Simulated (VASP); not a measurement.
# CsSnI3 (Pm-3m) in VASP: further runs

CsSnI3 is run at these levels: revPBE+D3(BJ), BLYP+D3(BJ), PBE; tasks: single point.

All numbers are computed with VASP 6.6.1; they aren't measurements. Logs are shortened: lines on timing, memory, paths and dates and some standing lists are left out, and cuts for length are marked.

## (1) The cell of the first run

The structure is cubic, space group Pm-3m (No. 221). The conventional cell has a = 6.187 Å, b = 6.187 Å, c = 6.187 Å, α = 90.00°, β = 90.00°, γ = 90.00°. Cs (site symmetry m-3m) has 12 I at 4.37 Å and 8 Sn at 5.36 Å within 5.7 Å. Within 4.1 Å of I (site symmetry 4/mmm) lie 2 Sn at 3.09 Å. Sn (site symmetry m-3m) has 6 I at 3.09 Å within 4.1 Å.

## (2) Single point, revPBE+D3(BJ)

INCAR

```
  PREC = Accurate
  ENCUT = 520
  EDIFF = 1E-6
  ISMEAR = -1
  SIGMA = 0.05
  LREAL = F
  LASPH = T
  NELM = 60
  ALGO = Normal
  ISIF = 2
  LWAVE = F
  LCHARG = F
  GGA = RE
  IVDW = 12
  NBANDS = 30
```

KPOINTS

```
Automatic mesh
0
Gamma
  5 5 5
```

POSCAR

```
CsSnI3
1.0
    6.1869603213      0.0000000000      0.0000000000
    0.0000000000      6.1869603213      0.0000000000
    0.0000000000      0.0000000000      6.1869603213
Cs I Sn
1 3 1
Direct
    0.0000000000      0.0000000000      0.0000000000
    0.5000000000      0.5000000000      0.0000000000
    0.5000000000      0.0000000000      0.5000000000
    0.0000000000      0.5000000000      0.5000000000
    0.5000000000      0.5000000000      0.5000000000
```

Potentials or basis: VASP PAW PBE potentials, release 64 (Cs_sv, I, Sn_d).

Started as:

```console
> cat potpaw_PBE.64/Cs_sv/POTCAR potpaw_PBE.64/I/POTCAR potpaw_PBE.64/Sn_d/POTCAR > POTCAR
> mpirun -np 1 vasp_std > vasp.out
```

OUTCAR:

```text
PREC = Accurate
   ENCUT = 520
   EDIFF = 1E-6
   ISMEAR = -1
   LREAL = F
   LASPH = T
   NELM = 60
   ISIF = 2
   GGA = RE
   IVDW = 12
 IVDW          = 12

 ion  position               nearest neighbor table
   1  0.000  0.000  0.000-
   2  0.500  0.500  0.000-   5 3.09   5 3.09
   3  0.500  0.000  0.500-   5 3.09   5 3.09
   4  0.000  0.500  0.500-   5 3.09   5 3.09
   5  0.500  0.500  0.500-   2 3.09   3 3.09   4 3.09   2 3.09   3 3.09   4 3.09

  LATTYP: Found a simple cubic cell.
 ALAT       =     6.1869603213

  Lattice vectors:

 A1 = (   6.1869603213,   0.0000000000,   0.0000000000)
 A2 = (   0.0000000000,   6.1869603213,   0.0000000000)
 A3 = (   0.0000000000,   0.0000000000,   6.1869603213)

Analysis of symmetry for initial positions (statically):
=====================================================================
 Subroutine PRICEL returns:
 Original cell was already a primitive cell.

 Routine SETGRP: Setting up the symmetry group for a
 simple cubic supercell.

 Subroutine GETGRP returns: Found 48 space group operations
 (whereof 48 operations were pure point group operations)
 out of a pool of 48 trial point group operations.

The static configuration has the point symmetry O_h .

Analysis of symmetry for dynamics (positions and initial velocities):
=====================================================================
 Subroutine PRICEL returns:
 Original cell was already a primitive cell.

 Routine SETGRP: Setting up the symmetry group for a
 simple cubic supercell.

 Subroutine GETGRP returns: Found 48 space group operations
 (whereof 48 operations were pure point group operations)
 out of a pool of 48 trial point group operations.

The dynamic configuration has the point symmetry O_h .

 Subroutine INISYM returns: Found 48 space group operations
 (whereof 48 operations are pure point group operations),
 and found     1 'primitive' translations

----------------------------------------------------------------------------------------

                                     Primitive cell

  volume of cell :     236.8274

  direct lattice vectors                    reciprocal lattice vectors
     6.186960321  0.000000000  0.000000000     0.161630259  0.000000000  0.000000000
     0.000000000  6.186960321  0.000000000     0.000000000  0.161630259  0.000000000
     0.000000000  0.000000000  6.186960321     0.000000000  0.000000000  0.161630259

  length of vectors
     6.186960321  6.186960321  6.186960321     0.161630259  0.161630259  0.161630259

  position of ions in fractional coordinates (direct lattice)
     0.000000000  0.000000000  0.000000000
     0.500000000  0.500000000  0.000000000
     0.500000000  0.000000000  0.500000000
     0.000000000  0.500000000  0.500000000
     0.500000000  0.500000000  0.500000000

  ion indices of the primitive-cell ions
   primitive index   ion index
                 1           1
                 2           2
                 3           3
                 4           4
                 5           5

----------------------------------------------------------------------------------------

 KPOINTS: Automatic mesh

Automatic generation of k-mesh.
 Grid dimensions read from file:
 generate k-points for:    5    5    5

 Generating k-lattice:

  Cartesian coordinates                     Fractional coordinates (reciprocal lattice)
     0.032326052  0.000000000  0.000000000     0.200000000  0.000000000  0.000000000
     0.000000000  0.032326052  0.000000000     0.000000000  0.200000000  0.000000000
     0.000000000  0.000000000  0.032326052     0.000000000  0.000000000  0.200000000

  Length of vectors
     0.032326052  0.032326052  0.032326052

  Shift w.r.t. Gamma in fractional coordinates (k-lattice)
     0.000000000  0.000000000  0.000000000

 Subroutine IBZKPT returns following result:
 ===========================================

 Found     10 irreducible k-points:

 Following reciprocal coordinates:
            Coordinates               Weight
  0.000000  0.000000  0.000000      1.000000
  0.200000  0.000000  0.000000      6.000000
  0.400000  0.000000  0.000000      6.000000
  0.200000  0.200000  0.000000     12.000000
  0.400000  0.200000  0.000000     24.000000
  0.400000  0.400000  0.000000     12.000000
  0.200000  0.200000  0.200000      8.000000
  0.400000  0.200000  0.200000     24.000000
  0.400000  0.400000  0.200000     24.000000
  0.400000  0.400000  0.400000      8.000000
   k-points           NKPTS =     10   k-points in BZ     NKDIM =     10   number of bands    NBANDS=     30
   number of dos      NEDOS =    301   number of ions     NIONS =      5
   total plane-waves  NPLWV = 110592
   dimension x,y,z NGX =    48 NGY =   48 NGZ =   48
   dimension x,y,z NGXF=    96 NGYF=   96 NGZF=   96
   ions per type =               1   3   1
   NGX,Y,Z   is equivalent  to a cutoff of  12.90, 12.90, 12.90 a.u.
   NGXF,Y,Z  is equivalent  to a cutoff of  25.80, 25.80, 25.80 a.u.
 SYSTEM =  unknown system
   PREC   = accura    normal or accurate (medium, high low for compatibility)
   ISTART =      0    job   : 0-new  1-cont  2-samecut
   ICHARG =      2    charge: 1-file 2-atom 10-const
   ISPIN  =      1    spin polarized calculation?
   LNONCOLLINEAR =      F non collinear calculations
   LSORBIT =      F    spin-orbit coupling
   LASPH  =      T    aspherical Exc in radial PAW
   ENCUT  =  520.0 eV  38.22 Ry    6.18 a.u.  11.50 11.50 11.50*2*pi/ulx,y,z
   NELM   =     60;   NELMIN=  2; NELMDL= -5     # of ELM steps
   EDIFF  = 0.1E-05   stopping-criterion for ELM
   LREAL  =      F    real-space projection
   EDIFFG = 0.1E-04   stopping-criterion for IOM
   NSW    =      0    number of steps for IOM
   IBRION =     -1    ionic relax: 0-MD 1-quasi-New 2-CG
   NFREE  =      0    steps in history (QN), initial steepest desc. (CG)
   ISIF   =      2    stress and relaxation
   ISYM   =      2    0-nonsym 1-usesym 2-fastsym
   POTIM  = 0.5000    time-step for ionic-motion
   TEBEG  =    0.0;   TEEND  =   0.0 temperature during run
   PSTRESS=    0.0 pullay stress
   NELECT =      44.0000    total number of electrons
   NUPDOWN=      -1.0000    fix difference up-down
   EMIN   =  10.00;   EMAX   =-10.00  energy-range for DOS
   EFERMI =   0.00;   METHOD = LEGACY
   ISMEAR =    -1;   SIGMA  =   0.05  broadening in eV -4-tet -1-fermi 0-gaus
   EFERMI_NEDOS =   21; number of points for ismear=-14 and -15
   IALGO  =     38    algorithm
   IMIX   =      4    mixing-type and parameters
     AMIX     =   0.40;   BMIX     =  1.00
     AMIX_MAG =   1.60;   BMIX_MAG =  1.00
  volume/ion in A,a.u.               =      47.37       319.64
  Fermi-wavevector in a.u.,A,eV,Ry     =   0.934147  1.765281 11.872851  0.872630
  Thomas-Fermi vector in A             =   2.060921
   LORBIT       =      0    0 simple, 1 ext, 2 COOP (PROOUT), +10 PAW based schemes
   GGA     = RE    functional components
   LHFCALC =     F    Hartree Fock is set to
   AEXX    =    0.0000 exact exchange contribution
   IVDW    =    12    specifies the selected vdW correction
   LEPSILON=     F    determine dielectric tensor
   LRPA    =     F    only Hartree local field effects (RPA)
 non-spin polarized calculation
  energy-cutoff  :      520.00
  volume of cell :      236.83
 maximum number of plane-waves:      6403
 NGX is ok and might be reduce to    48
   NGX = 23   NGY = 23   NGZ = 23

 number of electron      43.9999988 magnetization

 Free energy of the ion-electron system (eV)
  ---------------------------------------------------
  ext. energy  EPLUGINS =         0.00000000
  ---------------------------------------------------
  free energy    TOTEN  =       -12.93936011 eV

  energy without entropy =      -12.93936010  energy(sigma->0) =      -12.93936011

 E-fermi :   3.0721     XC(G=0):  -7.3488

 val. band max:        2.2192481309   @ k =   0.4000   0.4000   0.4000
 cond. band min:       3.9609555297   @ k =   0.4000   0.4000   0.4000
 fundamental gap:      1.7417073989
 Fermi energy:         3.0721421042

 k-point     1 :       0.0000    0.0000    0.0000
  band No.  band energies     occupation
      1     -19.3121      2.00000
      2     -19.0593      2.00000
      3     -19.0593      2.00000
      4     -19.0402      2.00000
      5     -19.0402      2.00000
      6     -19.0402      2.00000
[... 22 lines left out ...]
     29       7.8693      0.00000
     30       7.8693      0.00000

 k-point     2 :       0.2000    0.0000    0.0000
  band No.  band energies     occupation
      1     -19.3120      2.00000
      2     -19.0593      2.00000
      3     -19.0587      2.00000
      4     -19.0403      2.00000
      5     -19.0403      2.00000
      6     -19.0402      2.00000
[... 22 lines left out ...]
     29       6.9195      0.00000
     30       7.7858      0.00000

 k-point     3 :       0.4000    0.0000    0.0000
  band No.  band energies     occupation
      1     -19.3117      2.00000
      2     -19.0593      2.00000
      3     -19.0578      2.00000
      4     -19.0404      2.00000
      5     -19.0404      2.00000
      6     -19.0402      2.00000
[... 22 lines left out ...]
     29       7.4521      0.00000
     30       7.7305      0.00000

 k-point     4 :       0.2000    0.2000    0.0000
  band No.  band energies     occupation
      1     -19.3118      2.00000
      2     -19.0590      2.00000
      3     -19.0584      2.00000
      4     -19.0404      2.00000
      5     -19.0403      2.00000
      6     -19.0403      2.00000
[... 22 lines left out ...]
     29       7.0923      0.00000
     30       7.5321      0.00000

 k-point     5 :       0.4000    0.2000    0.0000
  band No.  band energies     occupation
      1     -19.3116      2.00000
      2     -19.0589      2.00000
      3     -19.0576      2.00000
      4     -19.0404      2.00000
      5     -19.0404      2.00000
      6     -19.0403      2.00000
[... 22 lines left out ...]
     29       7.5209      0.00000
     30       7.9148      0.00000

 k-point     6 :       0.4000    0.4000    0.0000
  band No.  band energies     occupation
      1     -19.3114      2.00000
      2     -19.0585      2.00000
      3     -19.0571      2.00000
      4     -19.0405      2.00000
      5     -19.0404      2.00000
      6     -19.0404      2.00000
[... 22 lines left out ...]
     29       8.0332      0.00000
     30       8.0884      0.00000

 k-point     7 :       0.2000    0.2000    0.2000
  band No.  band energies     occupation
      1     -19.3117      2.00000
      2     -19.0584      2.00000
      3     -19.0584      2.00000
      4     -19.0404      2.00000
      5     -19.0404      2.00000
      6     -19.0403      2.00000
[... 22 lines left out ...]
     29       7.5780      0.00000
     30       7.6760      0.00000

 k-point     8 :       0.4000    0.2000    0.2000
  band No.  band energies     occupation
      1     -19.3115      2.00000
      2     -19.0584      2.00000
      3     -19.0575      2.00000
      4     -19.0404      2.00000
      5     -19.0404      2.00000
      6     -19.0404      2.00000
[... 22 lines left out ...]
     29       7.8794      0.00000
     30       8.1558      0.00000

 k-point     9 :       0.4000    0.4000    0.2000
  band No.  band energies     occupation
      1     -19.3113      2.00000
      2     -19.0580      2.00000
      3     -19.0571      2.00000
      4     -19.0405      2.00000
      5     -19.0404      2.00000
      6     -19.0404      2.00000
[... 22 lines left out ...]
     29       7.6423      0.00000
     30       8.0679      0.00000

 k-point    10 :       0.4000    0.4000    0.4000
  band No.  band energies     occupation
      1     -19.3111      2.00000
      2     -19.0571      2.00000
      3     -19.0571      2.00000
      4     -19.0405      2.00000
      5     -19.0405      2.00000
      6     -19.0405      2.00000
[... 22 lines left out ...]
     29       7.3017      0.00000
     30       8.2736      0.00000

------------------------ aborting loop because EDIFF is reached ----------------------------------------

 Edisp (eV)   -2.32276

 E8    (eV) :    -1.7012

  FORCE on cell =-STRESS in cart. coord.  units (eV):
  Direction    XX          YY          ZZ          XY          YZ          ZX
  --------------------------------------------------------------------------------------
  -------------------------------------------------------------------------------------
  Total      -0.00598    -0.00598    -0.00598    -0.00000    -0.00000    -0.00000
  in kB      -0.04044    -0.04044    -0.04044    -0.00000    -0.00000    -0.00000
  external pressure =       -0.04 kB  Pullay stress =        0.00 kB

 VOLUME and BASIS-vectors are now :
 -----------------------------------------------------------------------------
  energy-cutoff  :      520.00
  volume of cell :      236.83
      direct lattice vectors                 reciprocal lattice vectors
     6.186960321  0.000000000  0.000000000     0.161630259  0.000000000  0.000000000
     0.000000000  6.186960321  0.000000000     0.000000000  0.161630259  0.000000000
     0.000000000  0.000000000  6.186960321     0.000000000  0.000000000  0.161630259

 POSITION                                       TOTAL-FORCE (eV/Angst)
 -----------------------------------------------------------------------------------
      0.00000      0.00000      0.00000         0.000000      0.000000      0.000000
      3.09348      3.09348      0.00000         0.000000      0.000000      0.000000
      3.09348      0.00000      3.09348         0.000000      0.000000      0.000000
      0.00000      3.09348      3.09348         0.000000      0.000000      0.000000
      3.09348      3.09348      3.09348         0.000000      0.000000      0.000000
 -----------------------------------------------------------------------------------
    total drift:                                0.000000     -0.000000     -0.000000

  FREE ENERGIE OF THE ION-ELECTRON SYSTEM (eV)
  ---------------------------------------------------
  free  energy   TOTEN  =       -15.2621216425 eV

  energy  without entropy=      -15.2621216333  energy(sigma->0) =      -15.26212164
```

Run time: 30 s. Hardware: 1 thread of Intel Xeon 6975P-C (Granite Rapids), shared host; peak memory 0.36 GiB.

Results:

```yaml
Free_energy: -15.2621 eV
Pressure: 0.0 GPa
Band_gap_on_the_k_mesh: 1.74 eV
Dispersion_energy_per_atom: -0.465 eV
```

Caveat: the PAW data sets were made with another functional, which shifts forces and pressure a little; spin-orbit coupling is left out, which moves the levels of the heavy elements; an odd mesh through Γ misses points on the zone boundary, where band edges can lie.

## (3) Single point, BLYP+D3(BJ)

This run uses another cell than the first one, of 47.80 Å³/atom.

INCAR

```
AGGAC    = 1.0          
AGGAX    = 1.0          
ALDAC    = 0.0          
ALDAX    = 1.0          
ALGO     = Normal         # electronic algorithm
EDIFF    = 1E-6           # SCF threshold, eV
ENCUT    = 520            # plane-wave cutoff, eV
GGA      = B5             # functional
ISIF     = 2              # what is computed and relaxed
ISMEAR   = -1             # smearing method
IVDW     = 12             # dispersion correction
LASPH    = True           # aspherical terms in the spheres
LCHARG   = False          # write CHGCAR
LREAL    = False          # projectors in reciprocal space
LWAVE    = False          # write WAVECAR
NBANDS   = 30             # bands
NELM     = 80             # most SCF steps
PREC     = Accurate       # precision mode
SIGMA    = 0.05           # smearing width, eV
VDW_A1   = 0.4298       
VDW_A2   = 4.2359       
VDW_S6   = 1.0          
VDW_S8   = 2.6996
```

KPOINTS

```
k-points
0
Gamma
  5 5 5
```

Changes to POSCAR since step 2:

```diff
@@ -2,5 +2,5 @@
 1.0
-    6.1869603213      0.0000000000      0.0000000000
-    0.0000000000      6.1869603213      0.0000000000
-    0.0000000000      0.0000000000      6.1869603213
+    6.2057000000      0.0000000000      0.0000000000
+    0.0000000000      6.2057000000      0.0000000000
+    0.0000000000      0.0000000000      6.2057000000
 Cs I Sn
```

Potentials or basis: VASP PAW PBE potentials, release 64 (Cs_sv, I, Sn_d).

Started as:

```console
> cat potpaw_PBE.64/Cs_sv/POTCAR potpaw_PBE.64/I/POTCAR potpaw_PBE.64/Sn_d/POTCAR > POTCAR
> mpirun -np 1 vasp_std > vasp.out
```

It took 47 s on 1 thread of Intel Xeon 6975P-C (Granite Rapids), shared host; peak memory 0.36 GiB.

It converged, with:

```yaml
Free_energy: -15.1586 eV
Pressure: 0.0 GPa
Band_gap_on_the_k_mesh: 1.81 eV
Dispersion_energy_per_atom: -0.603 eV
```

Levels at points of the mesh, in eV from the valence-band top:
| k point | band 19 | band 20 | band 21 | band 22 | band 23 | band 24 | band 25 | band 26 |
| --- | --- | --- | --- | --- | --- | --- | --- | --- |
| (0.00, 0.00, 0.00) | -1.42 | -1.26 | -1.26 | -1.26 | 3.13 | 4.03 | 4.03 | 4.43 |

Caveat: the PAW data sets were made with another functional, which shifts forces and pressure a little; spin-orbit coupling is left out, which moves the levels of the heavy elements; an odd mesh through Γ misses points on the zone boundary, where band edges can lie.

## (4) Single point, PBE

This run uses another cell than the first one, of 47.80 Å³/atom.

INCAR

```
PREC = Accurate ; ENCUT = 520
EDIFF = 1E-7 ; ISMEAR = 0
SIGMA = 0.015 ; LREAL = False
LASPH = True ; NELM = 60
ALGO = Normal ; ISIF = 2
LWAVE = False ; LCHARG = True
GGA = PE ; LELF = True
LVHAR = True ; NBANDS = 30
```

KPOINTS

```
regular mesh
0
Gamma
  5 5 5
```

POSCAR is that of step 3.

Started as:

```console
> cat potpaw_PBE.64/Cs_sv/POTCAR potpaw_PBE.64/I/POTCAR potpaw_PBE.64/Sn_d/POTCAR > POTCAR
> mpirun -np 1 vasp_std > vasp.out
```

Run time: 37 s. Hardware: 1 thread of Intel Xeon 6975P-C (Granite Rapids), shared host; peak memory 0.35 GiB.

Results (log left out):

* Free energy: -14.0496 eV
* Pressure: 0.5 GPa
* Band gap on the k mesh: 1.75 eV

Levels at points of the mesh, in eV from the valence-band top:
```
           k point  band 18  band 19  band 20  band 21  band 22  band 23  band 24  band 25  band 26  band 27
(0.00, 0.00, 0.00)    -1.46    -1.46    -1.30    -1.30    -1.30     3.07     3.99     3.99     4.33     4.33
```

Caveat: spin-orbit coupling is left out, which moves the levels of the heavy elements; an odd mesh through Γ misses points on the zone boundary, where band edges can lie.

## (5) Overview

```tsv
level	cell	smearing	gap on the mesh (eV)	pressure (GPa)
revPBE+D3(BJ)	a = 6.187 Å, 5 atoms	fermi-dirac 0.05 eV	1.74	0.0
BLYP+D3(BJ)	a = 6.206 Å, 5 atoms	fermi-dirac 0.05 eV	1.81	0.0
PBE	a = 6.206 Å, 5 atoms	gaussian 0.015 eV	1.75	0.5
```

Alike in all rows: task single point; potentials or basis VASP PAW PBE potentials, release 64 (Cs_sv, I, Sn_d); no spin polarisation; k mesh 5 × 5 × 5; cutoff (eV) 520.

Caveats: spin-orbit coupling is left out, which moves the levels of the heavy elements; an odd mesh through Γ misses points on the zone boundary, where band edges can lie; the PAW data sets were made with another functional, which shifts forces and pressure a little (at least some runs).

Absolute energies hang on the potentials; compare differences alone.
